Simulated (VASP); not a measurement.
# CuSb (Fm-3m) in VASP: notebook, part 2 of 2

VASP 6.6.1. Earlier steps stand in the parts before.

### 3 Single point, r2SCAN (volume scaled by 0.980)

POSCAR reads:

```
CuSb
1.0
    0.0000000000      2.6732087600      2.6732087600
    2.6732087600      0.0000000000      2.6732087600
    2.6732087600      2.6732087600      0.0000000000
Cu Sb
1 1
Direct
    0.5000000000      0.5000000000      0.5000000000
    0.0000000000      0.0000000000      0.0000000000
```

INCAR.step1 reads:

```
PREC = Accurate
ENCUT = 520
ISMEAR = 0
SIGMA = 0.05
LREAL = False
LASPH = True
NELM = 80
NBANDS = 15
GGA = PE
ALGO = Normal
EDIFF = 1E-4
LWAVE = True
LCHARG = False
```

INCAR.step2 reads:

```
PREC = Accurate
ENCUT = 520
EDIFF = 1E-7
ISMEAR = 0
SIGMA = 0.05
LREAL = False
LASPH = True
NELM = 80
ALGO = Normal
ISIF = 2
LWAVE = False
LCHARG = False
METAGGA = R2SCAN
LMIXTAU = True
NBANDS = 15
ISTART = 1
```

KPOINTS reads:

```
Automatic mesh
0
Gamma
  12 12 12
```

Potentials or basis: VASP PAW PBE potentials, release 64 (Cu, Sb).

Started as:

```sh
cat potpaw_PBE.64/Cu/POTCAR potpaw_PBE.64/Sb/POTCAR > POTCAR
cp INCAR.step1 INCAR
mpirun -np 1 vasp_std > vasp.out
cp INCAR.step2 INCAR
mpirun -np 1 vasp_std > vasp.out
```

OUTCAR:

```text
PREC = Accurate
   ENCUT = 520
   EDIFF = 1E-7
   ISMEAR = 0
   LREAL = False
   LASPH = True
   NELM = 80
   ISIF = 2
   METAGGA = R2SCAN
   ISTART = 1

 ion  position               nearest neighbor table
   1  0.500  0.500  0.500-   2 2.67   2 2.67   2 2.67   2 2.67   2 2.67   2 2.67
   2  0.000  0.000  0.000-   1 2.67   1 2.67   1 2.67   1 2.67   1 2.67   1 2.67

  LATTYP: Found a face centered cubic cell.
 ALAT       =     5.3464175200

  Lattice vectors:

 A1 = (   0.0000000000,   2.6732087600,   2.6732087600)
 A2 = (   2.6732087600,   0.0000000000,   2.6732087600)
 A3 = (   2.6732087600,   2.6732087600,   0.0000000000)

Analysis of symmetry for initial positions (statically):
=====================================================================
 Subroutine PRICEL returns:
 Original cell was already a primitive cell.

 Routine SETGRP: Setting up the symmetry group for a
 face centered cubic supercell.

 Subroutine GETGRP returns: Found 48 space group operations
 (whereof 48 operations were pure point group operations)
 out of a pool of 48 trial point group operations.

The static configuration has the point symmetry O_h .

Analysis of symmetry for dynamics (positions and initial velocities):
=====================================================================
 Subroutine PRICEL returns:
 Original cell was already a primitive cell.

 Routine SETGRP: Setting up the symmetry group for a
 face centered cubic supercell.

 Subroutine GETGRP returns: Found 48 space group operations
 (whereof 48 operations were pure point group operations)
 out of a pool of 48 trial point group operations.

The dynamic configuration has the point symmetry O_h .

 Subroutine INISYM returns: Found 48 space group operations
 (whereof 48 operations are pure point group operations),
 and found     1 'primitive' translations

----------------------------------------------------------------------------------------

                                     Primitive cell
[... 115 lines left out ...]
   LORBIT       =      0    0 simple, 1 ext, 2 COOP (PROOUT), +10 PAW based schemes
   METAGGA = R2SCAN    functional components
   LHFCALC =     F    Hartree Fock is set to
   AEXX    =    0.0000 exact exchange contribution
   IVDW    =     0    specifies the selected vdW correction
   LEPSILON=     F    determine dielectric tensor
   LRPA    =     F    only Hartree local field effects (RPA)
 non-spin polarized calculation
 Gauss-broadening in eV      SIGMA  =   0.05
  energy-cutoff  :      520.00
  volume of cell :       38.21
 maximum number of plane-waves:      1056
   NGX = 13   NGY = 13   NGZ = 13

 number of electron      16.0000004 magnetization

 Free energy of the ion-electron system (eV)
  ---------------------------------------------------
  ext. energy  EPLUGINS =         0.00000000
  ---------------------------------------------------
  free energy    TOTEN  =       -36.16935036 eV

  energy without entropy =      -36.16867769  energy(sigma->0) =      -36.16901402

 E-fermi :   8.1755     XC(G=0): -11.6694

 val. band max:        8.1020784531   @ k =   0.2500   0.2500   0.0000
 cond. band min:       8.1771775921   @ k =   0.1667   0.0833   0.0000
 fundamental gap:      0.0750991390
 Fermi energy:         8.1754668725

 k-point     1 :       0.0000    0.0000    0.0000
  band No.  band energies     occupation
      1      -4.5783      2.00000
      2       4.6570      2.00000
      3       4.6571      2.00000
      4       4.6571      2.00000
      5       4.6956      2.00000
      6       4.6956      2.00000
      7       9.9645      0.00000
      8       9.9645      0.00000
      9       9.9645      0.00000
     10      14.7376      0.00000
     11      16.9610      0.00000
     12      16.9610      0.00000
     13      16.9610      0.00000
     14      17.8477      0.00000
[... 401 lines left out ...]
      2       1.8040      2.00000
      3       3.9446      2.00000
      4       4.0710      2.00000
      5       4.9028      2.00000
      6       4.9286      2.00000
      7       5.1725      2.00000
      8       8.0630      1.99853
      9       9.7681      0.00000
     10      12.4308      0.00000
     11      15.1579      0.00000
     12      16.0240      0.00000
     13      19.1155      0.00000
     14      20.2977      0.00000
     15      21.0544      0.00000

 [... further k-points ...]
[... 5 lines left out ...]
  --------------------------------------------------------------------------------------
  -------------------------------------------------------------------------------------
  Total        0.4500411      0.4500411      0.4500411     -0.0000000      0.0000000      0.0000000
  in kB       18.8727048     18.8727048     18.8727048     -0.0000000      0.0000000      0.0000000
  external PRESSURE =      18.8727048 kB  Pullay stress =       0.0000000 kB

 VOLUME and BASIS-vectors are now :
 -----------------------------------------------------------------------------
  energy-cutoff  :      520.00
  volume of cell :       38.21
      direct lattice vectors                 reciprocal lattice vectors
     0.000000000  2.673208760  2.673208760    -0.187041135  0.187041135  0.187041135
     2.673208760  0.000000000  2.673208760     0.187041135 -0.187041135  0.187041135
     2.673208760  2.673208760  0.000000000     0.187041135  0.187041135 -0.187041135

 POSITION                                       TOTAL-FORCE (eV/Angst)
 -----------------------------------------------------------------------------------
      2.67321      2.67321      2.67321         0.000000      0.000000      0.000000
      0.00000      0.00000      0.00000        -0.000000     -0.000000     -0.000000
 -----------------------------------------------------------------------------------
    total drift:                                0.000000      0.000000      0.000000

  FREE ENERGIE OF THE ION-ELECTRON SYSTEM (eV)
  ---------------------------------------------------
  free  energy   TOTEN  =       -36.1693503554 eV

  energy  without entropy=      -36.1686776945  energy(sigma->0) =      -36.16901402
```

OUTCAR.step1:

```text
PREC = Accurate
   ENCUT = 520
   ISMEAR = 0
   LREAL = False
   LASPH = True
[... 653 lines left out ...]
      2.67321      2.67321      2.67321        -0.000000     -0.000000     -0.000000
      0.00000      0.00000      0.00000         0.000000      0.000000      0.000000
 -----------------------------------------------------------------------------------
    total drift:                                0.000000      0.000000      0.000000

  FREE ENERGIE OF THE ION-ELECTRON SYSTEM (eV)
  ---------------------------------------------------
  free  energy   TOTEN  =        -7.5498491452 eV

  energy  without entropy=       -7.5490897167  energy(sigma->0) =       -7.54946943
```

OSZICAR.step1:

```text
N       E                     dE             d eps       ncg     rms          rms(c)
DAV:   1     0.720328356946E+02    0.72033E+02   -0.65538E+03  2182   0.121E+03
DAV:   2    -0.547041386561E+01   -0.77503E+02   -0.70762E+02  2307   0.216E+02
DAV:   3    -0.865471670627E+01   -0.31843E+01   -0.30056E+01  2769   0.485E+01
DAV:   4    -0.871461507145E+01   -0.59898E-01   -0.59840E-01  2552   0.604E+00
DAV:   5    -0.871693386378E+01   -0.23188E-02   -0.23187E-02  3000   0.137E+00    0.101E+01
DAV:   6    -0.944722085608E+01   -0.73029E+00   -0.23288E+01  2475   0.134E+02    0.830E+00
DAV:   7    -0.758238136472E+01    0.18648E+01   -0.51837E+00  2650   0.651E+01    0.195E+00
DAV:   8    -0.755600281263E+01    0.26379E-01   -0.38958E-01  3065   0.140E+01    0.119E+00
DAV:   9    -0.755032304188E+01    0.56798E-02   -0.39625E-02  3227   0.344E+00    0.500E-01
DAV:  10    -0.755016427865E+01    0.15876E-03   -0.57229E-04  2990   0.228E-01    0.411E-01
DAV:  11    -0.754986726066E+01    0.29702E-03   -0.56865E-04  2854   0.560E-01    0.819E-02
DAV:  12    -0.754984914517E+01    0.18115E-04   -0.20137E-04  1690   0.384E-01
   1 F= -.75498491E+01 E0= -.75494694E+01  d E =-.759428E-03
```

Run time: 2.2 min. Hardware: 1 thread of Intel Xeon Platinum 8488C (Sapphire Rapids), shared host; peak memory 0.19 GiB.

What came out:

| Property | Result |
| --- | --- |
| Free energy | -36.1694 eV |
| Pressure | 1.9 GPa |
| Band gap on the k mesh | zero (band 8 reaches 10.89 eV, above the bottom of band 9 at 5.60 eV) |

Caveat: the cell differs from its parent crystal (volume scaled by 0.980); the PAW data sets were made with another functional, which shifts forces and pressure a little; spin-orbit coupling is left out, which moves the levels of the heavy elements.

### 4 Single point, r2SCAN

This run uses another cell than the first one, of 19.49 Å³/atom, 1.042 times its volume.

POSCAR reads:

```
CuSb
1.0
    0.0000000000      2.6912715293      2.6912715293
    2.6912715293      0.0000000000      2.6912715293
    2.6912715293      2.6912715293      0.0000000000
Cu Sb
1 1
Direct
    0.5000000000      0.5000000000      0.5000000000
    0.0000000000      0.0000000000      0.0000000000
```

INCAR.step1 reads:

```
SYSTEM = CuSb
PREC = Accurate
ENCUT = 520
ISMEAR = 0
SIGMA = 0.05
LREAL = .False.
LASPH = .True.
NELM = 80
NBANDS = 15
GGA = PE
ALGO = Normal
EDIFF = 1E-4
LWAVE = .True.
LCHARG = .False.
```

INCAR.step2 reads:

```
SYSTEM = CuSb
PREC = Accurate
ENCUT = 520
EDIFF = 1E-6
ISMEAR = 0
SIGMA = 0.05
LREAL = .False.
LASPH = .True.
NELM = 80
ALGO = Normal
ISIF = 2
LWAVE = .False.
LCHARG = .True.
METAGGA = R2SCAN
LMIXTAU = .True.
LELF = .True.
LVHAR = .True.
NBANDS = 15
ISTART = 1
```

KPOINTS reads:

```
Automatic mesh
0
Gamma
  12 12 12
  0 0 0
```

Started as:

```sh
cat potpaw_PBE.64/Cu/POTCAR potpaw_PBE.64/Sb/POTCAR > POTCAR
cp INCAR.step1 INCAR
mpirun -np 1 vasp_std > vasp.out
cp INCAR.step2 INCAR
mpirun -np 1 vasp_std > vasp.out
```

Run time: 1.8 min. Hardware: 1 thread of Intel Xeon Platinum 8488C (Sapphire Rapids), shared host; peak memory 0.19 GiB.

The run converged. Its results:

```yaml
Free_energy: -36.1742 eV
Pressure: 0.1 GPa
Band_gap_on_the_k_mesh: zero (band 8 reaches 10.55 eV, above the bottom of band 9 at 5.38 eV)
```

Levels at points of the mesh, in eV from the Fermi level:
| k point | band 4 | band 5 | band 6 | band 7 | band 8 | band 9 | band 10 | band 11 | band 12 | band 13 |
| --- | --- | --- | --- | --- | --- | --- | --- | --- | --- | --- |
| (0.00, 0.00, 0.00) | -3.42 | -3.39 | -3.39 | 1.76 | 1.76 | 1.76 | 6.31 | 8.76 | 8.76 | 8.76 |
| (0.50, 0.00, 0.00) | -4.05 | -3.18 | -3.18 | -2.93 | 2.66 | 2.66 | 5.28 | 5.29 | 5.29 | 8.02 |
| (0.50, 0.50, 0.00) | -3.26 | -3.09 | -3.09 | -2.53 | -1.59 | -1.59 | 0.68 | 5.05 | 14.22 | 14.23 |

Caveat: the PAW data sets were made with another functional, which shifts forces and pressure a little; spin-orbit coupling is left out, which moves the levels of the heavy elements.

### 5 Overview

```csv
cell,gap on the mesh (eV),pressure (GPa)
"a = 3.755 Å, angles 60.0°, 2 atoms",none,4.0
"a = 3.780 Å, angles 60.0°, 2 atoms",none,1.9
"a = 3.806 Å, angles 60.0°, 2 atoms",none,0.1
```

Alike in all rows: task single point; level r2SCAN; potentials or basis VASP PAW PBE potentials, release 64 (Cu, Sb); no spin polarisation; k mesh 12 × 12 × 12; cutoff (eV) 520; smearing gaussian 0.05 eV.

Caveats: the PAW data sets were made with another functional, which shifts forces and pressure a little; spin-orbit coupling is left out, which moves the levels of the heavy elements.

Absolute energies hang on the potentials; compare differences alone.
